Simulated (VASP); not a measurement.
# SrO (Immm) in VASP: further runs

Runs on SrO. Level: r2SCAN. Tasks: single point.

Everything below comes from runs of VASP 6.6.1. Logs are shortened: lines on timing, memory, paths and dates and some standing lists are left out, and cuts for length are marked.

## (1) The cell of the first run

The structure is orthorhombic, space group Immm (No. 71). The conventional cell has a = 3.616 Å, b = 3.652 Å, c = 5.140 Å, α = 90.00°, β = 90.00°, γ = 90.00°. Within 3.4 Å of Sr (site symmetry mmm) lie 6 O at 2.57 Å. Within 3.4 Å of O (site symmetry mmm) lie 6 Sr at 2.57 Å.

## (2) Single point, r2SCAN (strain +0.0100 x Voigt [0, 0, 0, 0, 1, 0])

Input file POSCAR:

```
SrO
1.0
    0.0128490000      2.5698000000      2.5698000000
    2.5826490000      0.0000000000      2.5826490000
    2.5698000000      2.5698000000      0.0128490000
Sr O
1 1
Direct
    0.0000000000      0.0000000000      0.0000000000
    0.5000000000      0.5000000000      0.5000000000
```

Input file INCAR.step1:

```
PREC = Accurate
ENCUT = 520
ISMEAR = 0
SIGMA = 0.05
LREAL = False
LASPH = True
NELM = 60
NBANDS = 15
GGA = PE
ALGO = Normal
EDIFF = 1E-4
LWAVE = True
LCHARG = False
```

Input file INCAR.step2:

```
PREC = Accurate
ENCUT = 520
EDIFF = 1E-6
ISMEAR = 0
SIGMA = 0.05
LREAL = False
LASPH = True
NELM = 60
ALGO = Normal
ISIF = 2
LWAVE = False
LCHARG = True
METAGGA = R2SCAN
LMIXTAU = True
LELF = True
LVHAR = True
NBANDS = 15
ISTART = 1
```

Input file KPOINTS:

```
regular mesh
0
Gamma
  8 8 8
```

Potentials or basis: VASP PAW PBE potentials, release 64 (Sr_sv, O).

On the command line:

```
cat potpaw_PBE.64/Sr_sv/POTCAR potpaw_PBE.64/O/POTCAR > POTCAR
cp INCAR.step1 INCAR
mpirun -np 1 vasp_std > vasp.out
cp INCAR.step2 INCAR
mpirun -np 1 vasp_std > vasp.out
```

OUTCAR:

```text
PREC = Accurate
   ENCUT = 520
   EDIFF = 1E-6
   ISMEAR = 0
   LREAL = False
   LASPH = True
   NELM = 60
   ISIF = 2
   METAGGA = R2SCAN
   ISTART = 1

 ion  position               nearest neighbor table
   1  0.000  0.000  0.000-   2 2.57   2 2.57   2 2.57   2 2.57   2 2.57   2 2.57
   2  0.500  0.500  0.500-   1 2.57   1 2.57   1 2.57   1 2.57   1 2.57   1 2.57

  LATTYP: Found a body centered orthorhombic cell.
 ALAT       =     3.6160747825
 B/A-ratio  =     1.0100502513
 C/A-ratio  =     1.4213201632

  Lattice vectors:

 A1 = (   0.0128490000,  -2.5698000000,   2.5698000000)
 A2 = (  -0.0128490000,  -2.5698000000,  -2.5698000000)
 A3 = (   2.5698000000,   2.5698000000,   0.0128490000)

Analysis of symmetry for initial positions (statically):
=====================================================================
 Subroutine PRICEL returns:
 Original cell was already a primitive cell.

 Routine SETGRP: Setting up the symmetry group for a
 body centered orthorhombic supercell.

 Subroutine GETGRP returns: Found  8 space group operations
 (whereof  8 operations were pure point group operations)
 out of a pool of  8 trial point group operations.

The static configuration has the point symmetry D_2h.

Analysis of symmetry for dynamics (positions and initial velocities):
=====================================================================
 Subroutine PRICEL returns:
 Original cell was already a primitive cell.

 Routine SETGRP: Setting up the symmetry group for a
 body centered orthorhombic supercell.

 Subroutine GETGRP returns: Found  8 space group operations
 (whereof  8 operations were pure point group operations)
 out of a pool of  8 trial point group operations.

The dynamic configuration has the point symmetry D_2h.

 Subroutine INISYM returns: Found  8 space group operations
 (whereof  8 operations are pure point group operations),
 and found     1 'primitive' translations

----------------------------------------------------------------------------------------

                                     Primitive cell

  volume of cell :      33.9404

  direct lattice vectors                    reciprocal lattice vectors
     0.012849000  2.569800000  2.569800000    -0.195545398  0.194567671  0.195545398
     2.582649000  0.000000000  2.582649000     0.193599672 -0.194567671  0.193599672
     2.569800000  2.569800000  0.012849000     0.195545398  0.194567671 -0.195545398

  length of vectors
     3.634268727  3.652417243  3.634268727     0.338131015  0.335884273  0.338131015

  position of ions in fractional coordinates (direct lattice)
     0.000000000  0.000000000  0.000000000
     0.500000000  0.500000000  0.500000000

  ion indices of the primitive-cell ions
   primitive index   ion index
                 1           1
                 2           2

----------------------------------------------------------------------------------------

 KPOINTS: regular mesh

Automatic generation of k-mesh.
 Grid dimensions read from file:
 generate k-points for:    8    8    8

 Generating k-lattice:

  Cartesian coordinates                     Fractional coordinates (reciprocal lattice)
    -0.024443175  0.024320959  0.024443175     0.125000000  0.000000000 -0.000000000
     0.024199959 -0.024320959  0.024199959     0.000000000  0.125000000  0.000000000
     0.024443175  0.024320959 -0.024443175    -0.000000000  0.000000000  0.125000000

  Length of vectors
     0.042266377  0.041985534  0.042266377

  Shift w.r.t. Gamma in fractional coordinates (k-lattice)
     0.000000000  0.000000000  0.000000000

 Subroutine IBZKPT returns following result:
 ===========================================

 Found     95 irreducible k-points:

 Following reciprocal coordinates:
            Coordinates               Weight
  0.000000  0.000000  0.000000      1.000000
  0.125000  0.000000 -0.000000      4.000000
  0.250000  0.000000 -0.000000      4.000000
  0.375000  0.000000 -0.000000      4.000000
  0.500000  0.000000 -0.000000      2.000000
  0.000000  0.125000  0.000000      4.000000
[... 16 lines left out ...]
  0.125000  0.375000 -0.000000      8.000000
  0.250000  0.375000 -0.000000      8.000000
 [... further k-points ...]
   k-points           NKPTS =     95   k-points in BZ     NKDIM =     95   number of bands    NBANDS=     15
   number of dos      NEDOS =    301   number of ions     NIONS =      2
   total plane-waves  NPLWV =  21952
   dimension x,y,z NGX =    28 NGY =   28 NGZ =   28
   dimension x,y,z NGXF=    56 NGYF=   56 NGZF=   56
   ions per type =               1   1
   NGX,Y,Z   is equivalent  to a cutoff of  12.81, 12.74, 12.81 a.u.
   NGXF,Y,Z  is equivalent  to a cutoff of  25.62, 25.49, 25.62 a.u.
 SYSTEM =  unknown system
   PREC   = accura    normal or accurate (medium, high low for compatibility)
   ISTART =      1    job   : 0-new  1-cont  2-samecut
   ICHARG =      0    charge: 1-file 2-atom 10-const
   ISPIN  =      1    spin polarized calculation?
   LNONCOLLINEAR =      F non collinear calculations
   LSORBIT =      F    spin-orbit coupling
   LASPH  =      T    aspherical Exc in radial PAW
   ENCUT  =  520.0 eV  38.22 Ry    6.18 a.u.   6.76  6.79  6.76*2*pi/ulx,y,z
   NELM   =     60;   NELMIN=  2; NELMDL=  0     # of ELM steps
   EDIFF  = 0.1E-05   stopping-criterion for ELM
   LREAL  =      F    real-space projection
   EDIFFG = 0.1E-04   stopping-criterion for IOM
   NSW    =      0    number of steps for IOM
   IBRION =     -1    ionic relax: 0-MD 1-quasi-New 2-CG
   NFREE  =      0    steps in history (QN), initial steepest desc. (CG)
   ISIF   =      2    stress and relaxation
   ISYM   =      2    0-nonsym 1-usesym 2-fastsym
   POTIM  = 0.5000    time-step for ionic-motion
   TEBEG  =    0.0;   TEEND  =   0.0 temperature during run
   PSTRESS=    0.0 pullay stress
   NELECT =      16.0000    total number of electrons
   NUPDOWN=      -1.0000    fix difference up-down
   EMIN   =  10.00;   EMAX   =-10.00  energy-range for DOS
   EFERMI =   0.00;   METHOD = LEGACY
   ISMEAR =     0;   SIGMA  =   0.05  broadening in eV -4-tet -1-fermi 0-gaus
   EFERMI_NEDOS =   21; number of points for ismear=-14 and -15
   IALGO  =     38    algorithm
   IMIX   =      4    mixing-type and parameters
     AMIX     =   0.40;   BMIX     =  1.00
     AMIX_MAG =   1.60;   BMIX_MAG =  1.00
  volume/ion in A,a.u.               =      16.97       114.52
  Fermi-wavevector in a.u.,A,eV,Ry     =   1.274116  2.407731 22.087327  1.623373
  Thomas-Fermi vector in A             =   2.406902
   LORBIT       =      0    0 simple, 1 ext, 2 COOP (PROOUT), +10 PAW based schemes
   METAGGA = R2SCAN    functional components
   LHFCALC =     F    Hartree Fock is set to
   AEXX    =    0.0000 exact exchange contribution
   IVDW    =     0    specifies the selected vdW correction
   LEPSILON=     F    determine dielectric tensor
   LRPA    =     F    only Hartree local field effects (RPA)
 non-spin polarized calculation
 Gauss-broadening in eV      SIGMA  =   0.05
  energy-cutoff  :      520.00
  volume of cell :       33.94
 maximum number of plane-waves:       934
   NGX = 13   NGY = 13   NGZ = 13

 number of electron      15.9999997 magnetization

 Free energy of the ion-electron system (eV)
  ---------------------------------------------------
  ext. energy  EPLUGINS =         0.00000000
  ---------------------------------------------------
  free energy    TOTEN  =       -27.05200559 eV

  energy without entropy =      -27.05200559  energy(sigma->0) =      -27.05200559

 E-fermi :   1.7129     XC(G=0): -10.5934

 val. band max:        1.3597308461   @ k =   0.0000   0.0000   0.0000
 cond. band min:       5.0900600637   @ k =   0.5000   0.0000   0.5000
 fundamental gap:      3.7303292176
 Fermi energy:         1.7128772769

 k-point     1 :       0.0000    0.0000    0.0000
  band No.  band energies     occupation
      1     -32.1184      2.00000
      2     -14.6811      2.00000
      3     -13.1419      2.00000
      4     -13.1401      2.00000
      5     -13.1380      2.00000
      6       1.3382      2.00000
      7       1.3485      2.00000
      8       1.3597      2.00000
      9       6.0181      0.00000
     10       8.0665      0.00000
     11       8.1289      0.00000
     12       8.1926      0.00000
     13      10.4545      0.00000
     14      10.4547      0.00000
     15      14.6560      0.00000

 k-point     2 :       0.1250    0.0000   -0.0000
  band No.  band energies     occupation
      1     -32.0978      2.00000
      2     -14.9695      2.00000
      3     -13.1531      2.00000
      4     -13.1519      2.00000
      5     -12.9012      2.00000
      6       0.9289      2.00000
      7       1.1402      2.00000
      8       1.1578      2.00000
      9       6.7064      0.00000
     10       7.9939      0.00000
     11       8.3823      0.00000
     12       8.4690      0.00000
     13      10.8690      0.00000
     14      10.8693      0.00000
     15      15.6997      0.00000

 k-point     3 :       0.2500    0.0000   -0.0000
  band No.  band energies     occupation
      1     -32.0476      2.00000
      2     -15.4843      2.00000
      3     -13.1817      2.00000
      4     -13.1800      2.00000
      5     -12.5102      2.00000
      6       0.1212      2.00000
      7       0.7100      2.00000
      8       0.7348      2.00000
      9       7.9088      0.00000
     10       8.2498      0.00000
     11       9.2412      0.00000
     12       9.3345      0.00000
     13      11.9076      0.00000
     14      11.9084      0.00000
     15      17.7730      0.00000
[... 343 lines left out ...]
 k-point    23 :       0.1250    0.3750   -0.0000
  band No.  band energies     occupation
      1     -32.0042      2.00000
      2     -15.7081      2.00000
      3     -13.2686      2.00000
      4     -13.2648      2.00000
      5     -12.3969      2.00000
      6      -0.2521      2.00000
      7       0.5151      2.00000
      8       0.6877      2.00000
      9       7.5068      0.00000
     10       9.0401      0.00000
     11      10.4700      0.00000
     12      10.5975      0.00000
     13      12.5393      0.00000
     14      13.1170      0.00000
     15      17.9355      0.00000

 k-point    24 :       0.2500    0.3750   -0.0000
  band No.  band energies     occupation
      1     -31.9890      2.00000
      2     -15.4037      2.00000
      3     -13.4179      2.00000
      4     -13.3700      2.00000
      5     -12.8238      2.00000
      6       0.1062      2.00000
      7       0.9560      2.00000
      8       1.0566      2.00000
      9       6.1543      0.00000
     10       8.9724      0.00000
     11      11.1313      0.00000
     12      11.2907      0.00000
     13      12.0527      0.00000
     14      13.0791      0.00000
     15      18.3514      0.00000

 [... further k-points ...]
[... 5 lines left out ...]
  --------------------------------------------------------------------------------------
  -------------------------------------------------------------------------------------
  Total        0.3576571      0.3561718      0.3576571     -0.0000000      0.0000000     -0.1169511
  in kB       16.8834175     16.8132993     16.8834175     -0.0000000      0.0000000     -5.5207484
  external PRESSURE =      16.8600448 kB  Pullay stress =       0.0000000 kB

 VOLUME and BASIS-vectors are now :
 -----------------------------------------------------------------------------
  energy-cutoff  :      520.00
  volume of cell :       33.94
      direct lattice vectors                 reciprocal lattice vectors
     0.012849000  2.569800000  2.569800000    -0.195545398  0.194567671  0.195545398
     2.582649000  0.000000000  2.582649000     0.193599672 -0.194567671  0.193599672
     2.569800000  2.569800000  0.012849000     0.195545398  0.194567671 -0.195545398

 POSITION                                       TOTAL-FORCE (eV/Angst)
 -----------------------------------------------------------------------------------
      0.00000      0.00000      0.00000         0.000000      0.000000      0.000000
      2.58265      2.56980      2.58265         0.000000      0.000000     -0.000000
 -----------------------------------------------------------------------------------
    total drift:                                0.000000      0.000000      0.000000

  FREE ENERGIE OF THE ION-ELECTRON SYSTEM (eV)
  ---------------------------------------------------
  free  energy   TOTEN  =       -27.0520055934 eV

  energy  without entropy=      -27.0520055934  energy(sigma->0) =      -27.05200559
```

It took 3 min on 1 thread of Intel Xeon Platinum 8259CL at 2.50GHz (Skylake/Cascade Lake), shared host; peak memory 0.2 GiB.

Results:

| Property | Result |
| --- | --- |
| Free energy | -27.0520 eV |
| Pressure | 1.7 GPa |
| Band gap on the k mesh | 3.73 eV, indirect (least direct gap 3.81 eV) |

Caveat: the cell differs from its parent crystal (strain +0.0100 x Voigt [0, 0, 0, 0, 1, 0]); the PAW data sets were made with another functional, which shifts forces and pressure a little. A k mesh can miss the band edges.

## (3) Single point, r2SCAN (strain +0.0350 x Voigt [0, 0, 0, 0, 1, 0])

Input file POSCAR:

```
SrO
1.0
    0.0449715000      2.5698000000      2.5698000000
    2.6147715000      0.0000000000      2.6147715000
    2.5698000000      2.5698000000      0.0449715000
Sr O
1 1
Direct
    0.0000000000      0.0000000000      0.0000000000
    0.5000000000      0.5000000000      0.5000000000
```

Input file INCAR.step1:

```
SYSTEM = SrO
ALGO     = Normal         ! electronic algorithm
EDIFF    = 1E-4           ! SCF threshold, eV
ENCUT    = 520            ! plane-wave cutoff, eV
GGA      = PE             ! functional
ISMEAR   = 0              ! smearing method
LASPH    = .TRUE.         ! aspherical terms in the spheres
LCHARG   = .FALSE.        ! write CHGCAR
LREAL    = .FALSE.        ! projectors in reciprocal space
LWAVE    = .TRUE.         ! write WAVECAR
NBANDS   = 15             ! bands
NELM     = 60             ! most SCF steps
PREC     = Accurate       ! precision mode
SIGMA    = 0.05           ! smearing width, eV
```

Input file INCAR.step2:

```
SYSTEM = SrO
ALGO     = Normal         ! electronic algorithm
EDIFF    = 1E-7           ! SCF threshold, eV
ENCUT    = 520            ! plane-wave cutoff, eV
ISIF     = 2              ! what is computed and relaxed
ISMEAR   = 0              ! smearing method
ISTART   = 1            
LASPH    = .TRUE.         ! aspherical terms in the spheres
LCHARG   = .FALSE.        ! write CHGCAR
LMIXTAU  = .TRUE.       
LREAL    = .FALSE.        ! projectors in reciprocal space
LWAVE    = .FALSE.        ! write WAVECAR
METAGGA  = R2SCAN         ! meta-GGA
NBANDS   = 15             ! bands
NELM     = 60             ! most SCF steps
PREC     = Accurate       ! precision mode
SIGMA    = 0.05           ! smearing width, eV
```

Input file KPOINTS:

```
k-points
0
G
  8 8 8
  0 0 0
```

Potentials or basis: VASP PAW PBE potentials, release 64 (Sr_sv, O).

On the command line:

```
cat potpaw_PBE.64/Sr_sv/POTCAR potpaw_PBE.64/O/POTCAR > POTCAR
cp INCAR.step1 INCAR
mpirun -np 1 vasp_std > vasp.out
cp INCAR.step2 INCAR
mpirun -np 1 vasp_std > vasp.out
```

Run time: 3.2 min. Hardware: 1 thread of Intel Xeon Platinum 8259CL at 2.50GHz (Skylake/Cascade Lake), shared host; peak memory 0.2 GiB.

The run converged. Its results:

```yaml
Free_energy: -27.0453 eV
Pressure: 1.7 GPa
Band_gap_on_the_k_mesh: 3.70 eV, indirect (least direct gap 3.78 eV)
```

Stress tensor (GPa, compression positive):
```
 1.70  0.00 -1.93
 0.00  1.62  0.00
-1.93  0.00  1.70
```

Levels at points of the mesh, in eV from the valence-band top:
```csv
k point,band 6,band 7,band 8,band 9,band 10,band 11
"(0.00, 0.00, 0.00)",-0.08,-0.04,0.00,4.62,6.52,6.73
"(0.50, 0.00, 0.00)",-2.17,-1.28,-1.17,7.10,9.08,9.36
"(0.00, 0.50, 0.00)",-2.16,-1.18,-1.06,7.01,9.03,9.20
"(0.50, 0.50, 0.00)",-0.47,-0.13,-0.13,3.70,8.47,10.85
"(0.50, 0.00, 0.50)",-0.47,-0.17,-0.08,3.70,8.49,10.89
```

Caveat: the cell differs from its parent crystal (strain +0.0350 x Voigt [0, 0, 0, 0, 1, 0]); the PAW data sets were made with another functional, which shifts forces and pressure a little.

## (4) Single point, r2SCAN (strain +0.0250 x Voigt [0, 0, 0, 0, 1, 0])

Input file POSCAR:

```
SrO
1.0
    0.0321225000      2.5698000000      2.5698000000
    2.6019225000      0.0000000000      2.6019225000
    2.5698000000      2.5698000000      0.0321225000
Sr O
1 1
Direct
    0.0000000000      0.0000000000      0.0000000000
    0.5000000000      0.5000000000      0.5000000000
```

Input file INCAR.step1:

```
PREC = Accurate
ENCUT = 520
ISMEAR = 0
SIGMA = 0.05
LREAL = False
LASPH = True
NELM = 80
NBANDS = 15
GGA = PE
ALGO = Normal
EDIFF = 1E-4
LWAVE = True
LCHARG = False
```

Input file INCAR.step2:

```
PREC = Accurate
ENCUT = 520
EDIFF = 1E-6
ISMEAR = 0
SIGMA = 0.05
LREAL = False
LASPH = True
NELM = 80
ALGO = Normal
ISIF = 2
LWAVE = False
LCHARG = False
METAGGA = R2SCAN
LMIXTAU = True
NBANDS = 15
ISTART = 1
```

Input file KPOINTS:

```
Automatic mesh
0
Gamma
  8 8 8
```

On the command line:

```
cat potpaw_PBE.64/Sr_sv/POTCAR potpaw_PBE.64/O/POTCAR > POTCAR
cp INCAR.step1 INCAR
mpirun -np 1 vasp_std > vasp.out
cp INCAR.step2 INCAR
mpirun -np 1 vasp_std > vasp.out
```

Wall time 3 min (1 thread of Intel Xeon Platinum 8259CL at 2.50GHz (Skylake/Cascade Lake), shared host); peak memory 0.2 GiB.

It converged, with:

```yaml
Free_energy: -27.0489 eV
Pressure: 1.7 GPa
Band_gap_on_the_k_mesh: 3.71 eV, indirect (least direct gap 3.79 eV)
```

Stress tensor (GPa, compression positive):
```
 1.69  0.00 -1.38
 0.00  1.65  0.00
-1.38  0.00  1.69
```

Levels at points of the mesh, in eV from the valence-band top:
| k point | band 5 | band 6 | band 7 | band 8 | band 9 | band 10 | band 11 | band 12 |
| --- | --- | --- | --- | --- | --- | --- | --- | --- |
| (0.00, 0.00, 0.00) | -14.52 | -0.05 | -0.03 | 0.00 | 4.64 | 6.59 | 6.75 | 6.91 |
| (0.50, 0.00, 0.00) | -13.53 | -2.15 | -1.24 | -1.16 | 7.11 | 9.08 | 9.40 | 9.65 |
| (0.00, 0.50, 0.00) | -13.47 | -2.15 | -1.17 | -1.08 | 7.05 | 9.05 | 9.28 | 9.53 |
| (0.50, 0.50, 0.00) | -14.88 | -0.46 | -0.11 | -0.11 | 3.71 | 8.49 | 10.88 | 11.11 |
| (0.50, 0.00, 0.50) | -14.86 | -0.46 | -0.14 | -0.08 | 3.71 | 8.50 | 10.90 | 11.10 |

Caveat: the cell differs from its parent crystal (strain +0.0250 x Voigt [0, 0, 0, 0, 1, 0]); the PAW data sets were made with another functional, which shifts forces and pressure a little. A k mesh can miss the band edges.

## (5) Overview

| cell | gap on the mesh (eV) | pressure (GPa) |
| --- | --- | --- |
| a = 3.634, b = 3.652 Å, angles 59.8, 59.7, 59.8°, 2 atoms | 3.73 | 1.7 |
| a = 3.635, b = 3.698 Å, angles 59.4, 58.8, 59.4°, 2 atoms | 3.70 | 1.7 |
| a = 3.634, b = 3.680 Å, angles 59.6, 59.2, 59.6°, 2 atoms | 3.71 | 1.7 |

Alike in all rows: task single point; level r2SCAN; potentials or basis VASP PAW PBE potentials, release 64 (Sr_sv, O); no spin polarisation; k mesh 8 × 8 × 8; cutoff (eV) 520; smearing gaussian 0.05 eV.

Caveats: the PAW data sets were made with another functional, which shifts forces and pressure a little.

Total energies depend on the potentials used, so only differences within one code and one set of settings carry meaning.
